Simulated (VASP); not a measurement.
# W (Im-3m) in VASP: a series of runs

Runs on W. Level: PBEsol. Tasks: single point.

All numbers are computed with VASP 6.6.1; they aren't measurements. Logs are shortened: lines on timing, memory, paths and dates and some standing lists are left out, and cuts for length are marked.

**1. The cell of the first run**

Symmetry: Im-3m, No. 229, cubic system. The conventional cell has a = 3.148 Å, b = 3.148 Å, c = 3.148 Å, α = 90.00°, β = 90.00°, γ = 90.00°. Within 3.6 Å of W (site symmetry m-3m) lie 14 W at 2.73 to 3.15 Å.

**2. Single point, PBEsol (15.59 Å³/atom)**

INCAR

```
PREC = Accurate
ENCUT = 520
EDIFF = 1E-7
ISMEAR = 0
SIGMA = 0.05
LREAL = F
LASPH = T
NELM = 80
ALGO = Normal
ISIF = 2
LWAVE = F
LCHARG = T
GGA = PS
LELF = T
LVHAR = T
NBANDS = 13
```

KPOINTS

```
Automatic mesh
0
Gamma
  18 18 18
```

POSCAR

```
W
1.0
   -1.5738034095      1.5738034095      1.5738034095
    1.5738034095     -1.5738034095      1.5738034095
    1.5738034095      1.5738034095     -1.5738034095
W
1
Direct
    0.0000000000      0.0000000000      0.0000000000
```

Potentials or basis: VASP PAW PBE potentials, release 64 (W_sv).

The run is started by

```bash
> cat potpaw_PBE.64/W_sv/POTCAR > POTCAR
> mpirun -np 1 vasp_std > vasp.out
```

OUTCAR:

```text
PREC = Accurate
   ENCUT = 520
   EDIFF = 1E-7
   ISMEAR = 0
   LREAL = F
   LASPH = T
   NELM = 80
   ISIF = 2
   GGA = PS

 ion  position               nearest neighbor table
   1  0.000  0.000  0.000-

  LATTYP: Found a body centered cubic cell.
 ALAT       =     3.1476068190

  Lattice vectors:

 A1 = (  -1.5738034095,   1.5738034095,   1.5738034095)
 A2 = (   1.5738034095,  -1.5738034095,   1.5738034095)
 A3 = (   1.5738034095,   1.5738034095,  -1.5738034095)

Analysis of symmetry for initial positions (statically):
=====================================================================
 Subroutine PRICEL returns:
 Original cell was already a primitive cell.

 Routine SETGRP: Setting up the symmetry group for a
 body centered cubic supercell.

 Subroutine GETGRP returns: Found 48 space group operations
 (whereof 48 operations were pure point group operations)
 out of a pool of 48 trial point group operations.

The static configuration has the point symmetry O_h .

Analysis of symmetry for dynamics (positions and initial velocities):
=====================================================================
 Subroutine PRICEL returns:
 Original cell was already a primitive cell.

 Routine SETGRP: Setting up the symmetry group for a
 body centered cubic supercell.

 Subroutine GETGRP returns: Found 48 space group operations
 (whereof 48 operations were pure point group operations)
 out of a pool of 48 trial point group operations.

The dynamic configuration has the point symmetry O_h .

 Subroutine INISYM returns: Found 48 space group operations
 (whereof 48 operations are pure point group operations),
 and found     1 'primitive' translations

----------------------------------------------------------------------------------------

                                     Primitive cell

  volume of cell :      15.5923

  direct lattice vectors                    reciprocal lattice vectors
    -1.573803409  1.573803409  1.573803409     0.000000000  0.317701688  0.317701688
     1.573803409 -1.573803409  1.573803409     0.317701688  0.000000000  0.317701688
     1.573803409  1.573803409 -1.573803409     0.317701688  0.317701688  0.000000000

  length of vectors
     2.725907466  2.725907466  2.725907466     0.449298036  0.449298036  0.449298036

  position of ions in fractional coordinates (direct lattice)
     0.000000000  0.000000000  0.000000000

  ion indices of the primitive-cell ions
   primitive index   ion index
                 1           1

----------------------------------------------------------------------------------------

 KPOINTS: Automatic mesh

Automatic generation of k-mesh.
 Grid dimensions read from file:
 generate k-points for:   18   18   18

 Generating k-lattice:

  Cartesian coordinates                     Fractional coordinates (reciprocal lattice)
     0.000000000  0.017650094  0.017650094     0.055555556  0.000000000  0.000000000
     0.017650094  0.000000000  0.017650094     0.000000000  0.055555556  0.000000000
     0.017650094  0.017650094  0.000000000     0.000000000  0.000000000  0.055555556

  Length of vectors
     0.024961002  0.024961002  0.024961002

  Shift w.r.t. Gamma in fractional coordinates (k-lattice)
     0.000000000  0.000000000  0.000000000

 Subroutine IBZKPT returns following result:
 ===========================================

 Found    195 irreducible k-points:

 Following reciprocal coordinates:
            Coordinates               Weight
  0.000000  0.000000  0.000000      1.000000
  0.055556  0.000000  0.000000     12.000000
  0.111111  0.000000  0.000000     12.000000
  0.166667  0.000000  0.000000     12.000000
  0.222222  0.000000  0.000000     12.000000
  0.277778  0.000000  0.000000     12.000000
[... 16 lines left out ...]
  0.333333  0.111111  0.000000     48.000000
  0.388889  0.111111  0.000000     48.000000
 [... further k-points ...]
   k-points           NKPTS =    195   k-points in BZ     NKDIM =    195   number of bands    NBANDS=     13
   number of dos      NEDOS =    301   number of ions     NIONS =      1
   total plane-waves  NPLWV =   8000
   dimension x,y,z NGX =    20 NGY =   20 NGZ =   20
   dimension x,y,z NGXF=    40 NGYF=   40 NGZF=   40
   ions per type =               1
   NGX,Y,Z   is equivalent  to a cutoff of  12.20, 12.20, 12.20 a.u.
   NGXF,Y,Z  is equivalent  to a cutoff of  24.39, 24.39, 24.39 a.u.
 SYSTEM =  unknown system
   PREC   = accura    normal or accurate (medium, high low for compatibility)
   ISTART =      0    job   : 0-new  1-cont  2-samecut
   ICHARG =      2    charge: 1-file 2-atom 10-const
   ISPIN  =      1    spin polarized calculation?
   LNONCOLLINEAR =      F non collinear calculations
   LSORBIT =      F    spin-orbit coupling
   LASPH  =      T    aspherical Exc in radial PAW
   ENCUT  =  520.0 eV  38.22 Ry    6.18 a.u.   5.07  5.07  5.07*2*pi/ulx,y,z
   NELM   =     80;   NELMIN=  2; NELMDL= -5     # of ELM steps
   EDIFF  = 0.1E-06   stopping-criterion for ELM
   LREAL  =      F    real-space projection
   EDIFFG = 0.1E-05   stopping-criterion for IOM
   NSW    =      0    number of steps for IOM
   IBRION =     -1    ionic relax: 0-MD 1-quasi-New 2-CG
   NFREE  =      0    steps in history (QN), initial steepest desc. (CG)
   ISIF   =      2    stress and relaxation
   ISYM   =      2    0-nonsym 1-usesym 2-fastsym
   POTIM  = 0.5000    time-step for ionic-motion
   TEBEG  =    0.0;   TEEND  =   0.0 temperature during run
   PSTRESS=    0.0 pullay stress
   NELECT =      14.0000    total number of electrons
   NUPDOWN=      -1.0000    fix difference up-down
   EMIN   =  10.00;   EMAX   =-10.00  energy-range for DOS
   EFERMI =   0.00;   METHOD = LEGACY
   ISMEAR =     0;   SIGMA  =   0.05  broadening in eV -4-tet -1-fermi 0-gaus
   EFERMI_NEDOS =   21; number of points for ismear=-14 and -15
   IALGO  =     38    algorithm
   IMIX   =      4    mixing-type and parameters
     AMIX     =   0.40;   BMIX     =  1.00
     AMIX_MAG =   1.60;   BMIX_MAG =  1.00
  volume/ion in A,a.u.               =      15.59       105.22
  Fermi-wavevector in a.u.,A,eV,Ry     =   1.579357  2.984552 33.937953  2.494369
  Thomas-Fermi vector in A             =   2.679749
   LORBIT       =      0    0 simple, 1 ext, 2 COOP (PROOUT), +10 PAW based schemes
   GGA     = PS    functional components
   LHFCALC =     F    Hartree Fock is set to
   AEXX    =    0.0000 exact exchange contribution
   IVDW    =     0    specifies the selected vdW correction
   LEPSILON=     F    determine dielectric tensor
   LRPA    =     F    only Hartree local field effects (RPA)
 non-spin polarized calculation
 Gauss-broadening in eV      SIGMA  =   0.05
  energy-cutoff  :      520.00
  volume of cell :       15.59
 maximum number of plane-waves:       432
   NGX = 11   NGY = 11   NGZ = 11

 number of electron      14.0000005 magnetization

 Free energy of the ion-electron system (eV)
  ---------------------------------------------------
  ext. energy  EPLUGINS =         0.00000000
  ---------------------------------------------------
  free energy    TOTEN  =       -13.79906665 eV

  energy without entropy =      -13.79818437  energy(sigma->0) =      -13.79862551

 E-fermi :  11.5035     XC(G=0): -13.8545

 val. band max:       11.4971041080   @ k =  -0.1667   0.1667   0.0556
 cond. band min:      11.5071030485   @ k =  -0.2778   0.3333   0.2222
 fundamental gap:      0.0099989405
 Fermi energy:        11.5034576908

 k-point     1 :       0.0000    0.0000    0.0000
  band No.  band energies     occupation
      1     -62.6085      2.00000
      2     -26.1412      2.00000
      3     -26.1412      2.00000
      4     -26.1412      2.00000
      5       1.7701      2.00000
      6      10.2524      2.00000
      7      10.2524      2.00000
      8      10.2524      2.00000
      9      13.7903      0.00000
     10      13.7903      0.00000
     11      26.0933      0.00000
     12      26.0933      0.00000
     13      26.0933      0.00000

 k-point     2 :       0.0556    0.0000    0.0000
  band No.  band energies     occupation
      1     -62.6041      2.00000
      2     -26.1860      2.00000
      3     -26.1551      2.00000
      4     -26.1414      2.00000
      5       1.9235      2.00000
      6      10.1582      2.00000
      7      10.2316      2.00000
      8      10.4004      2.00000
      9      13.6371      0.00000
     10      13.7909      0.00000
     11      26.2264      0.00000
     12      26.3534      0.00000
     13      26.4780      0.00000

 k-point     3 :       0.1111    0.0000    0.0000
  band No.  band energies     occupation
      1     -62.5916      2.00000
      2     -26.3136      2.00000
      3     -26.1949      2.00000
      4     -26.1421      2.00000
      5       2.3660      2.00000
      6       9.8983      2.00000
      7      10.1410      2.00000
      8      10.8395      2.00000
      9      13.3111      0.00000
     10      13.8003      0.00000
     11      26.5628      0.00000
     12      27.1097      0.00000
     13      27.4633      0.00000
[... 305 lines left out ...]
 k-point    23 :       0.3333    0.1111    0.0000
  band No.  band energies     occupation
      1     -62.4753      2.00000
      2     -27.3298      2.00000
      3     -26.5754      2.00000
      4     -26.2084      2.00000
      5       5.5849      2.00000
      6       8.1638      2.00000
      7      10.2034      2.00000
      8      13.4872      0.00000
      9      14.6971      0.00000
     10      17.0338      0.00000
     11      23.7309      0.00000
     12      25.0260      0.00000
     13      29.6208      0.00000

 k-point    24 :       0.3889    0.1111    0.0000
  band No.  band energies     occupation
      1     -62.4633      2.00000
      2     -27.4232      2.00000
      3     -26.6215      2.00000
      4     -26.2101      2.00000
      5       5.5693      2.00000
      6       8.0195      2.00000
      7      10.9561      2.00000
      8      13.5729      0.00000
      9      14.9385      0.00000
     10      18.1087      0.00000
     11      22.6617      0.00000
     12      24.1850      0.00000
     13      28.5876      0.00000

 [... further k-points ...]

------------------------ aborting loop because EDIFF is reached ----------------------------------------

  FORCE on cell =-STRESS in cart. coord.  units (eV):
  Direction    XX          YY          ZZ          XY          YZ          ZX
  --------------------------------------------------------------------------------------
  -------------------------------------------------------------------------------------
  Total        0.2704117      0.2704117      0.2704117     -0.0000000     -0.0000000      0.0000000
  in kB       27.7859132     27.7859132     27.7859132     -0.0000000     -0.0000000      0.0000000
  external PRESSURE =      27.7859132 kB  Pullay stress =       0.0000000 kB

 VOLUME and BASIS-vectors are now :
 -----------------------------------------------------------------------------
  energy-cutoff  :      520.00
  volume of cell :       15.59
      direct lattice vectors                 reciprocal lattice vectors
    -1.573803409  1.573803409  1.573803409     0.000000000  0.317701688  0.317701688
     1.573803409 -1.573803409  1.573803409     0.317701688  0.000000000  0.317701688
     1.573803409  1.573803409 -1.573803409     0.317701688  0.317701688  0.000000000

 POSITION                                       TOTAL-FORCE (eV/Angst)
 -----------------------------------------------------------------------------------
      0.00000      0.00000      0.00000        -0.000000     -0.000000      0.000000
 -----------------------------------------------------------------------------------
    total drift:                                0.000000      0.000000      0.000000

  FREE ENERGIE OF THE ION-ELECTRON SYSTEM (eV)
  ---------------------------------------------------
  free  energy   TOTEN  =       -13.7990666469 eV

  energy  without entropy=      -13.7981843736  energy(sigma->0) =      -13.79862551
```

It took 25 s on 1 thread of Intel Xeon Platinum 8259CL at 2.50GHz (Skylake/Cascade Lake), shared host; peak memory 0.15 GiB.

What came out:

```yaml
Free_energy: -13.7991 eV
Pressure: 2.8 GPa
Band_gap_on_the_k_mesh: zero (bands 7 and 8 overlap by 6.56 eV)
```

Caveat: the PAW data sets were made with another functional, which shifts forces and pressure a little; spin-orbit coupling is left out, which moves the levels of the heavy elements.

**3. Single point, PBEsol (15.69 Å³/atom)**

This run uses another cell than the first one, of 15.69 Å³/atom.

INCAR

```
PREC = Accurate
ENCUT = 520
EDIFF = 1E-6
ISMEAR = 0
SIGMA = 0.05
LREAL = False
LASPH = True
NELM = 60
ALGO = Normal
ISIF = 2
LWAVE = False
LCHARG = False
GGA = PS
NBANDS = 13
```

KPOINTS

```
regular mesh
0
Gamma
  18 18 18
```

POSCAR

```
W
1.0
   -1.5771418381      1.5771418381      1.5771418381
    1.5771418381     -1.5771418381      1.5771418381
    1.5771418381      1.5771418381     -1.5771418381
W
1
Direct
    0.0000000000      0.0000000000      0.0000000000
```

Potentials or basis: VASP PAW PBE potentials, release 64 (W_sv).

The run is started by

```bash
> cat potpaw_PBE.64/W_sv/POTCAR > POTCAR
> mpirun -np 1 vasp_std > vasp.out
```

It took 24 s on 1 thread of Intel Xeon Platinum 8259CL at 2.50GHz (Skylake/Cascade Lake), shared host; peak memory 0.15 GiB.

The run converged. Its results:

* Free energy: -13.8002 eV
* Pressure: 0.6 GPa
* Band gap on the k mesh: zero (bands 7 and 8 overlap by 6.50 eV)

Levels at points of the mesh, in eV from the Fermi level:
| k point | band 3 | band 4 | band 5 | band 6 | band 7 | band 8 | band 9 | band 10 | band 11 | band 12 |
| --- | --- | --- | --- | --- | --- | --- | --- | --- | --- | --- |
| (0.00, 0.00, 0.00) | -37.66 | -37.66 | -9.70 | -1.24 | -1.24 | -1.24 | 2.27 | 2.27 | 14.57 | 14.57 |
| (0.50, 0.00, 0.00) | -38.10 | -37.67 | -6.35 | -3.61 | 0.74 | 2.18 | 3.17 | 6.27 | 11.25 | 11.54 |
| (0.50, 0.50, 0.50) | -38.60 | -38.60 | -5.92 | -5.92 | 5.26 | 5.26 | 5.26 | 8.35 | 8.35 | 8.35 |

Caveat: the PAW data sets were made with another functional, which shifts forces and pressure a little; spin-orbit coupling is left out, which moves the levels of the heavy elements.

**4. Single point, PBEsol**

This run uses another cell than the first one, of 15.78 Å³/atom.

Changes to INCAR since step 3:

```diff
@@ -2,3 +2,3 @@
 ENCUT = 520
-EDIFF = 1E-6
+EDIFF = 1E-7
 ISMEAR = 0
@@ -7,3 +7,3 @@
 LASPH = True
-NELM = 60
+NELM = 80
 ALGO = Normal
```

KPOINTS is that of step 3.

POSCAR

```
W
1.0
   -1.5800000000      1.5800000000      1.5800000000
    1.5800000000     -1.5800000000      1.5800000000
    1.5800000000      1.5800000000     -1.5800000000
W
1
Direct
    0.0000000000      0.0000000000      0.0000000000
```

The run is started by

```bash
> cat potpaw_PBE.64/W_sv/POTCAR > POTCAR
> mpirun -np 1 vasp_std > vasp.out
```

Wall time 25 s (1 thread of Intel Xeon Platinum 8259CL at 2.50GHz (Skylake/Cascade Lake), shared host); peak memory 0.15 GiB.

The run converged. Its results:

```
Free energy            : -13.8001 eV
Pressure               : -1.1 GPa
Band gap on the k mesh : zero (bands 7 and 8 overlap by 6.46 eV)
```

Levels at points of the mesh, in eV from the Fermi level:
```csv
k point,band 4,band 5,band 6,band 7,band 8,band 9,band 10,band 11
"(0.00, 0.00, 0.00)",-37.68,-9.67,-1.23,-1.23,-1.23,2.26,2.26,14.56
"(0.50, 0.00, 0.00)",-37.69,-6.31,-3.59,0.72,2.16,3.14,6.22,11.16
"(0.50, 0.50, 0.50)",-38.60,-5.88,-5.88,5.22,5.22,5.22,8.30,8.30
```

Caveat: the PAW data sets were made with another functional, which shifts forces and pressure a little; spin-orbit coupling is left out, which moves the levels of the heavy elements.

**5. Summary**

```csv
cell,gap on the mesh (eV),pressure (GPa)
"a = 2.726 Å, angles 109.5°, 1 atom",none,2.8
"a = 2.732 Å, angles 109.5°, 1 atom",none,0.6
"a = 2.737 Å, angles 109.5°, 1 atom",none,-1.1
```

Alike in all rows: task single point; level PBEsol; potentials or basis VASP PAW PBE potentials, release 64 (W_sv); no spin polarisation; k mesh 18 × 18 × 18; cutoff (eV) 520; smearing gaussian 0.05 eV.

Caveats: the PAW data sets were made with another functional, which shifts forces and pressure a little; spin-orbit coupling is left out, which moves the levels of the heavy elements.

Absolute energies hang on the potentials; compare differences alone.
